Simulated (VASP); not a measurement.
A run of VASP 6.6.1:

INCAR

```
SYSTEM = TiCo3
ALGO = Fast
EDIFF = 1E-6
ENCUT = 520
GGA = PS
ISIF = 2
ISMEAR = 0
ISPIN = 2
LASPH = .TRUE.
LCHARG = .FALSE.
LMAXMIX = 4
LORBIT = 11
LREAL = .FALSE.
LWAVE = .FALSE.
MAGMOM = 1 2.2 2.2 2.2
NBANDS = 32
NELM = 150
NUPDOWN = 7.6
PREC = Accurate
SIGMA = 0.15
```

KPOINTS

```
k-points
0
G
  12 12 12
  0 0 0
```

Contents of POSCAR:

```
TiCo3
1.0
    3.5280257688      0.0000000000      0.0000000000
    0.0000000000      3.5280257688      0.0000000000
    0.0000000000      0.0000000000      3.5280257688
Ti Co
1 3
Direct
    0.0000000000      0.0000000000      0.0000000000
    0.0000000000      0.5000000000      0.5000000000
    0.5000000000      0.0000000000      0.5000000000
    0.5000000000      0.5000000000      0.0000000000
```

Potentials or basis: VASP PAW PBE potentials, release 64 (Ti_sv, Co).

The run is started by

```sh
$ cat potpaw_PBE.64/Ti_sv/POTCAR potpaw_PBE.64/Co/POTCAR > POTCAR
$ mpirun -np 1 vasp_std > vasp.out
```

Hardware: 1 thread of Intel Xeon 8259CL, on a shared host.

Problem. Estimate the wall time of this run.

Solution. Wall time 11 min on 1 thread of Intel Xeon 8259CL, on a shared host, peak memory 0.27 GiB. Counts: scf iterations 19, k points 84.
